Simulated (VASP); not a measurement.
# SiC (Moissanite 6H) (P6_3mc) in VASP: notebook

SiC (Moissanite 6H) is run at these levels: PBE, PBEsol, BLYP; tasks: single point.

Program: VASP 6.6.1. These are calculated values, not measurements. Logs are shortened: lines on timing, memory, paths and dates and some standing lists are left out, and cuts for length are marked.

## 1. The cell of the first run

The structure is hexagonal, space group P6_3mc (No. 186). The conventional cell has a = 3.032 Å, b = 3.032 Å, c = 14.860 Å, α = 90.00°, β = 90.00°, γ = 120.00°. Si (site symmetry 3m) has 4 C at 1.86 Å within 2.5 Å. Within 2.5 Å of Si (site symmetry 3m) lie 4 C at 1.86 Å. Within 2.5 Å of Si (site symmetry 3m) lie 4 C at 1.86 Å. C (site symmetry 3m) has 4 Si at 1.86 Å within 2.5 Å. Within 2.5 Å of C (site symmetry 3m) lie 4 Si at 1.86 Å. Within 2.5 Å of C (site symmetry 3m) lie 4 Si at 1.86 Å.

## 2. Single point, PBE

INCAR reads:

```
SYSTEM = SiC
PREC     = Accurate       ! precision mode
ENCUT    = 520            ! plane-wave cutoff, eV
EDIFF    = 1E-7           ! SCF threshold, eV
ISMEAR   = -1             ! smearing method
SIGMA    = 0.05           ! smearing width, eV
LREAL    = .FALSE.        ! projectors in reciprocal space
LASPH    = .TRUE.         ! aspherical terms in the spheres
NELM     = 100            ! most SCF steps
ALGO     = Normal         ! electronic algorithm
ISIF     = 2              ! what is computed and relaxed
LWAVE    = .FALSE.        ! write WAVECAR
LCHARG   = .TRUE.         ! write CHGCAR
GGA      = PE             ! functional
LELF     = .TRUE.         ! ELF
LVHAR    = .TRUE.       
NBANDS   = 36             ! bands
```

KPOINTS reads:

```
regular mesh
0
G
  10 10 2
  0 0 0
```

POSCAR reads:

```
SiC
1.0
    3.0318190065      0.0000000000      0.0000000000
   -1.5159095032      2.6256322793      0.0000000000
    0.0000000000      0.0000000000     14.8603212692
Si C
6 6
Direct
    0.6666666667      0.3333333333      0.4583000000
    0.3333333333      0.6666666667      0.9583000000
    0.6666666667      0.3333333333      0.7917000000
    0.3333333333      0.6666666667      0.2917000000
    0.0000000000      0.0000000000      0.6250000000
    0.0000000000      0.0000000000      0.1250000000
    0.6666666667      0.3333333333      0.3333000000
    0.3333333333      0.6666666667      0.8333000000
    0.6666666667      0.3333333333      0.6667000000
    0.3333333333      0.6666666667      0.1667000000
    0.0000000000      0.0000000000      0.5000000000
    0.0000000000      0.0000000000      0.0000000000
```

Potentials or basis: VASP PAW PBE potentials, release 64 (Si, C).

Command:

```console
$ cat potpaw_PBE.64/Si/POTCAR potpaw_PBE.64/C/POTCAR > POTCAR
$ mpirun -np 1 vasp_std > vasp.out
```

OUTCAR:

```text
SYSTEM = SiC
   PREC = Accurate
   ENCUT = 520
   EDIFF = 1E-7
   ISMEAR = -1
   LREAL = .FALSE.
   LASPH = .TRUE.
   NELM = 100
   ISIF = 2
   GGA = PE

 ion  position               nearest neighbor table
   1  0.667  0.333  0.458-  11 1.86  11 1.86  11 1.86   7 1.86   4 3.03   4 3.03   4 3.03   5 3.03
                             5 3.03   5 3.03
   2  0.333  0.667  0.958-  12 1.86  12 1.86  12 1.86   8 1.86   3 3.03   3 3.03   3 3.03   6 3.03
                             6 3.03   6 3.03
   3  0.667  0.333  0.792-   8 1.86   8 1.86   8 1.86   9 1.86   2 3.03   2 3.03   2 3.03   5 3.03
                             5 3.03   5 3.03
   4  0.333  0.667  0.292-   7 1.86   7 1.86   7 1.86  10 1.86   1 3.03   1 3.03   1 3.03   6 3.03
                             6 3.03   6 3.03
   5  0.000  0.000  0.625-   9 1.86   9 1.86   9 1.86  11 1.86   3 3.03   1 3.03   3 3.03   1 3.03
                             1 3.03   3 3.03
   6  0.000  0.000  0.125-  10 1.86  10 1.86  10 1.86  12 1.86   4 3.03   2 3.03   2 3.03   4 3.03
                             4 3.03   2 3.03
   7  0.667  0.333  0.333-   4 1.86   4 1.86   4 1.86   1 1.86
   8  0.333  0.667  0.833-   3 1.86   3 1.86   3 1.86   2 1.86
   9  0.667  0.333  0.667-   5 1.86   5 1.86   5 1.86   3 1.86
  10  0.333  0.667  0.167-   6 1.86   6 1.86   6 1.86   4 1.86
  11  0.000  0.000  0.500-   1 1.86   1 1.86   1 1.86   5 1.86
  12  0.000  0.000  0.000-   2 1.86   2 1.86   2 1.86   6 1.86

  LATTYP: Found a hexagonal cell.
 ALAT       =     3.0318190065
 C/A-ratio  =     4.9014539580

  Lattice vectors:

 A1 = (   3.0318190065,   0.0000000000,   0.0000000000)
 A2 = (  -1.5159095032,   2.6256322793,   0.0000000000)
 A3 = (   0.0000000000,   0.0000000000,  14.8603212692)

Analysis of symmetry for initial positions (statically):
=====================================================================
 Subroutine PRICEL returns:
 Original cell was already a primitive cell.

 Routine SETGRP: Setting up the symmetry group for a
 hexagonal supercell.

 Subroutine GETGRP returns: Found 12 space group operations
 (whereof  6 operations were pure point group operations)
 out of a pool of 24 trial point group operations.

The static configuration has the point symmetry C_3v.
 The point group associated with its full space group is C_6v.

Analysis of symmetry for dynamics (positions and initial velocities):
=====================================================================
 Subroutine PRICEL returns:
 Original cell was already a primitive cell.

 Routine SETGRP: Setting up the symmetry group for a
 hexagonal supercell.

 Subroutine GETGRP returns: Found 12 space group operations
 (whereof  6 operations were pure point group operations)
 out of a pool of 24 trial point group operations.

The dynamic configuration has the point symmetry C_3v.
 The point group associated with its full space group is C_6v.

 Subroutine INISYM returns: Found 12 space group operations
 (whereof  6 operations are pure point group operations),
 and found     1 'primitive' translations

----------------------------------------------------------------------------------------

                                     Primitive cell

  volume of cell :     118.2947

  direct lattice vectors                    reciprocal lattice vectors
     3.031819007  0.000000000  0.000000000     0.329834993  0.190430322  0.000000000
    -1.515909503  2.625632279  0.000000000     0.000000000  0.380860644  0.000000000
     0.000000000  0.000000000 14.860321269     0.000000000  0.000000000  0.067293296

  length of vectors
     3.031819007  3.031819006 14.860321269     0.380860644  0.380860644  0.067293296

  position of ions in fractional coordinates (direct lattice)
     0.666666667  0.333333333  0.458300000
     0.333333333  0.666666667  0.958300000
     0.666666667  0.333333333  0.791700000
     0.333333333  0.666666667  0.291700000
     0.000000000  0.000000000  0.625000000
     0.000000000  0.000000000  0.125000000
     0.666666667  0.333333333  0.333300000
     0.333333333  0.666666667  0.833300000
     0.666666667  0.333333333  0.666700000
     0.333333333  0.666666667  0.166700000
     0.000000000  0.000000000  0.500000000
     0.000000000  0.000000000  0.000000000

  ion indices of the primitive-cell ions
   primitive index   ion index
                 1           1
                 2           2
                 3           3
                 4           4
                 5           5
                 6           6
                 7           7
                 8           8
                 9           9
                10          10
                11          11
                12          12

----------------------------------------------------------------------------------------

 KPOINTS: regular mesh

Automatic generation of k-mesh.
 Grid dimensions read from file:
 generate k-points for:   10   10    2

 Generating k-lattice:

  Cartesian coordinates                     Fractional coordinates (reciprocal lattice)
     0.032983499  0.019043032  0.000000000     0.100000000  0.000000000  0.000000000
     0.000000000  0.038086064  0.000000000     0.000000000  0.100000000  0.000000000
     0.000000000  0.000000000  0.033646648     0.000000000  0.000000000  0.500000000

  Length of vectors
     0.038086064  0.038086064  0.033646648

  Shift w.r.t. Gamma in fractional coordinates (k-lattice)
     0.000000000  0.000000000  0.000000000

 Subroutine IBZKPT returns following result:
 ===========================================

 Found     28 irreducible k-points:

 Following reciprocal coordinates:
            Coordinates               Weight
  0.000000  0.000000  0.000000      1.000000
  0.100000  0.000000  0.000000      6.000000
  0.200000  0.000000  0.000000      6.000000
  0.300000 -0.000000  0.000000      6.000000
  0.400000 -0.000000  0.000000      6.000000
  0.500000 -0.000000  0.000000      3.000000
[... 16 lines left out ...]
  0.300000  0.100000  0.500000     12.000000
  0.400000  0.100000  0.500000     12.000000
 [... further k-points ...]
   k-points           NKPTS =     28   k-points in BZ     NKDIM =     28   number of bands    NBANDS=     36
   number of dos      NEDOS =    301   number of ions     NIONS =     12
   total plane-waves  NPLWV =  64512
   dimension x,y,z NGX =    24 NGY =   24 NGZ =  112
   dimension x,y,z NGXF=    48 NGYF=   48 NGZF=  224
   ions per type =               6   6
   NGX,Y,Z   is equivalent  to a cutoff of  13.16, 13.16, 12.53 a.u.
   NGXF,Y,Z  is equivalent  to a cutoff of  26.32, 26.32, 25.06 a.u.
 SYSTEM =  SiC
   PREC   = accura    normal or accurate (medium, high low for compatibility)
   ISTART =      0    job   : 0-new  1-cont  2-samecut
   ICHARG =      2    charge: 1-file 2-atom 10-const
   ISPIN  =      1    spin polarized calculation?
   LNONCOLLINEAR =      F non collinear calculations
   LSORBIT =      F    spin-orbit coupling
   LASPH  =      T    aspherical Exc in radial PAW
   ENCUT  =  520.0 eV  38.22 Ry    6.18 a.u.   5.64  5.64 27.63*2*pi/ulx,y,z
   NELM   =    100;   NELMIN=  2; NELMDL= -5     # of ELM steps
   EDIFF  = 0.1E-06   stopping-criterion for ELM
   LREAL  =      F    real-space projection
   EDIFFG = 0.1E-05   stopping-criterion for IOM
   NSW    =      0    number of steps for IOM
   IBRION =     -1    ionic relax: 0-MD 1-quasi-New 2-CG
   NFREE  =      0    steps in history (QN), initial steepest desc. (CG)
   ISIF   =      2    stress and relaxation
   ISYM   =      2    0-nonsym 1-usesym 2-fastsym
   POTIM  = 0.5000    time-step for ionic-motion
   TEBEG  =    0.0;   TEEND  =   0.0 temperature during run
   PSTRESS=    0.0 pullay stress
   NELECT =      48.0000    total number of electrons
   NUPDOWN=      -1.0000    fix difference up-down
   EMIN   =  10.00;   EMAX   =-10.00  energy-range for DOS
   EFERMI =   0.00;   METHOD = LEGACY
   ISMEAR =    -1;   SIGMA  =   0.05  broadening in eV -4-tet -1-fermi 0-gaus
   EFERMI_NEDOS =   21; number of points for ismear=-14 and -15
   IALGO  =     38    algorithm
   IMIX   =      4    mixing-type and parameters
     AMIX     =   0.40;   BMIX     =  1.00
     AMIX_MAG =   1.60;   BMIX_MAG =  1.00
  volume/ion in A,a.u.               =       9.86        66.52
  Fermi-wavevector in a.u.,A,eV,Ry     =   1.211993  2.290335 19.985966  1.468927
  Thomas-Fermi vector in A             =   2.347491
   LORBIT       =      0    0 simple, 1 ext, 2 COOP (PROOUT), +10 PAW based schemes
   GGA     = PE    functional components
   LHFCALC =     F    Hartree Fock is set to
   AEXX    =    0.0000 exact exchange contribution
   IVDW    =     0    specifies the selected vdW correction
   LEPSILON=     F    determine dielectric tensor
   LRPA    =     F    only Hartree local field effects (RPA)
 non-spin polarized calculation
  energy-cutoff  :      520.00
  volume of cell :      118.29
 maximum number of plane-waves:      3214
 NGX is ok and might be reduce to    24
   NGX = 11   NGY = 11   NGZ = 55

 number of electron      47.9999995 magnetization

 Free energy of the ion-electron system (eV)
  ---------------------------------------------------
  ext. energy  EPLUGINS =         0.00000000
  ---------------------------------------------------
  free energy    TOTEN  =       -90.02754546 eV

  energy without entropy =      -90.02754546  energy(sigma->0) =      -90.02754546

 E-fermi :   9.7251     XC(G=0): -11.5667

 val. band max:        8.7099486220   @ k =   0.0000   0.0000   0.0000
 cond. band min:      10.7155434370   @ k =   0.5000  -0.0000   0.0000
 fundamental gap:      2.0055948150
 Fermi energy:         9.7250975112

 k-point     1 :       0.0000    0.0000    0.0000
  band No.  band energies     occupation
      1      -7.1370      2.00000
      2      -6.5996      2.00000
      3      -6.5509      2.00000
      4      -4.9962      2.00000
      5      -4.9621      2.00000
      6      -3.3759      2.00000
[... 28 lines left out ...]
     35      16.4280      0.00000
     36      16.4394      0.00000
[... 866 lines left out ...]
      6      -2.0255      2.00000
[... 28 lines left out ...]
     35      16.5260      0.00000
     36      16.5260      0.00000

 [... further k-points ...]

------------------------ aborting loop because EDIFF is reached ----------------------------------------

  FORCE on cell =-STRESS in cart. coord.  units (eV):
  Direction    XX          YY          ZZ          XY          YZ          ZX
  --------------------------------------------------------------------------------------
  -------------------------------------------------------------------------------------
  Total       10.9323905     10.9323905     11.5358243      0.0000000      0.0000000      0.0000000
  in kB      148.0677058    148.0677058    156.2405794      0.0000000      0.0000000      0.0000000
  external PRESSURE =     150.7919970 kB  Pullay stress =       0.0000000 kB

 VOLUME and BASIS-vectors are now :
 -----------------------------------------------------------------------------
  energy-cutoff  :      520.00
  volume of cell :      118.29
      direct lattice vectors                 reciprocal lattice vectors
     3.031819007  0.000000000  0.000000000     0.329834993  0.190430322  0.000000000
    -1.515909503  2.625632279  0.000000000     0.000000000  0.380860644  0.000000000
     0.000000000  0.000000000 14.860321269     0.000000000  0.000000000  0.067293296

 POSITION                                       TOTAL-FORCE (eV/Angst)
 -----------------------------------------------------------------------------------
      1.51591      0.87521      6.81049        -0.000000     -0.000000      0.065340
     -0.00000      1.75042     14.24065         0.000000      0.000000      0.065340
      1.51591      0.87521     11.76492        -0.000000     -0.000000      0.031656
     -0.00000      1.75042      4.33476         0.000000     -0.000000      0.031656
      0.00000      0.00000      9.28770         0.000000      0.000000      0.039303
      0.00000      0.00000      1.85754        -0.000000      0.000000      0.039303
      1.51591      0.87521      4.95295        -0.000000      0.000000     -0.017688
     -0.00000      1.75042     12.38311        -0.000000     -0.000000     -0.017688
      1.51591      0.87521      9.90738         0.000000     -0.000000      0.033989
     -0.00000      1.75042      2.47722        -0.000000      0.000000      0.033989
      0.00000      0.00000      7.43016         0.000000     -0.000000     -0.152600
      0.00000      0.00000      0.00000        -0.000000      0.000000     -0.152600
 -----------------------------------------------------------------------------------
    total drift:                               -0.000000     -0.000000      0.000205

  FREE ENERGIE OF THE ION-ELECTRON SYSTEM (eV)
  ---------------------------------------------------
  free  energy   TOTEN  =       -90.0275454637 eV

  energy  without entropy=      -90.0275454635  energy(sigma->0) =      -90.02754546
```

Wall time 4.6 min (1 thread of AMD EPYC 7R13, shared host); peak memory 0.25 GiB.

What came out:

```
Free energy            : -90.0275 eV
Pressure               : 15.1 GPa
Largest force          : 0.153 eV/Å
Band gap on the k mesh : 2.01 eV, indirect (least direct gap 3.11 eV)
```

Forces on the atoms (eV/Å):
```
Si   0.000  0.000  0.065
Si   0.000  0.000  0.065
Si   0.000  0.000  0.032
Si   0.000  0.000  0.032
Si   0.000  0.000  0.039
Si   0.000  0.000  0.039
C    0.000  0.000 -0.018
C    0.000  0.000 -0.018
C    0.000  0.000  0.034
C    0.000  0.000  0.034
C    0.000  0.000 -0.153
C    0.000  0.000 -0.153
```

Levels at points of the mesh, in eV from the valence-band top:
| k point | band 21 | band 22 | band 23 | band 24 | band 25 | band 26 | band 27 | band 28 |
| --- | --- | --- | --- | --- | --- | --- | --- | --- |
| (0.00, 0.00, 0.00) | -0.30 | -0.05 | 0.00 | 0.00 | 5.59 | 5.75 | 6.18 | 6.69 |
| (0.50, 0.00, 0.00) | -1.86 | -1.82 | -1.71 | -1.11 | 2.01 | 2.22 | 3.29 | 3.98 |
| (0.00, 0.00, 0.50) | -0.10 | -0.10 | -0.10 | -0.10 | 5.65 | 5.65 | 6.41 | 6.41 |
| (0.50, 0.00, 0.50) | -1.75 | -1.75 | -1.32 | -1.32 | 2.06 | 2.06 | 3.51 | 3.51 |

A k mesh can miss the band edges. Expect the measured gap to be larger: semilocal functionals such as PBE lack the derivative discontinuity.

## 3. Single point, PBEsol

This run uses another cell than the first one, of 10.07 Å³/atom, 1.021 times its volume.

INCAR reads:

```
SYSTEM = SiC
ALGO = Normal
EDIFF = 1E-6
ENCUT = 520
GGA = PS
ISIF = 2
ISMEAR = -1
LASPH = .True.
LCHARG = .True.
LELF = .True.
LREAL = .False.
LVHAR = .True.
LWAVE = .False.
NBANDS = 36
NELM = 60
PREC = Accurate
SIGMA = 0.05
```

KPOINTS reads:

```
k-points
0
Gamma
  10 10 2
  0 0 0
```

POSCAR: that of step 2 with these lines changed.

```diff
@@ -2,5 +2,5 @@
 1.0
-    3.0318190065      0.0000000000      0.0000000000
-   -1.5159095032      2.6256322793      0.0000000000
-    0.0000000000      0.0000000000     14.8603212692
+    3.0531705480      0.0000000000      0.0000000000
+   -1.5265852740      2.6441232567      0.0000000000
+    0.0000000000      0.0000000000     14.9649748670
 Si C
```

Potentials or basis: VASP PAW PBE potentials, release 64 (Si, C).

Command:

```console
$ cat potpaw_PBE.64/Si/POTCAR potpaw_PBE.64/C/POTCAR > POTCAR
$ mpirun -np 1 vasp_std > vasp.out
```

Wall time 3.9 min (1 thread of AMD EPYC 7R13, shared host); peak memory 0.25 GiB.

The run converged. Its results:

- Free energy: -95.4355 eV
- Pressure: 6.5 GPa
- Largest force: 0.150 eV/Å
- Band gap on the k mesh: 1.90 eV, indirect (least direct gap 3.01 eV)

Forces in eV/Å, atoms in the order of the input:
```
Si   0.000  0.000  0.061
Si   0.000  0.000  0.061
Si   0.000  0.000  0.029
Si   0.000  0.000  0.029
Si   0.000  0.000  0.043
Si   0.000  0.000  0.043
C    0.000  0.000 -0.016
C    0.000  0.000 -0.016
C    0.000  0.000  0.033
C    0.000  0.000  0.033
C    0.000  0.000 -0.150
C    0.000  0.000 -0.150
```

Stress tensor (GPa, compression positive):
```
6.22 0.00 0.00
0.00 6.22 0.00
0.00 0.00 7.03
```

Levels at points of the mesh, in eV from the valence-band top:
```
           k point  band 21  band 22  band 23  band 24  band 25  band 26  band 27  band 28
(0.00, 0.00, 0.00)    -0.30    -0.05     0.00     0.00     5.34     5.50     5.93     6.43
(0.50, 0.00, 0.00)    -1.85    -1.82    -1.72    -1.11     1.90     2.10     3.14     3.83
(0.00, 0.00, 0.50)    -0.10    -0.10    -0.10    -0.10     5.40     5.40     6.15     6.15
(0.50, 0.00, 0.50)    -1.75    -1.75    -1.32    -1.32     1.95     1.95     3.36     3.36
```

Caveat: the PAW data sets were made with another functional, which shifts forces and pressure a little. A k mesh can miss the band edges.

(Part 1 of 2 ends here.)
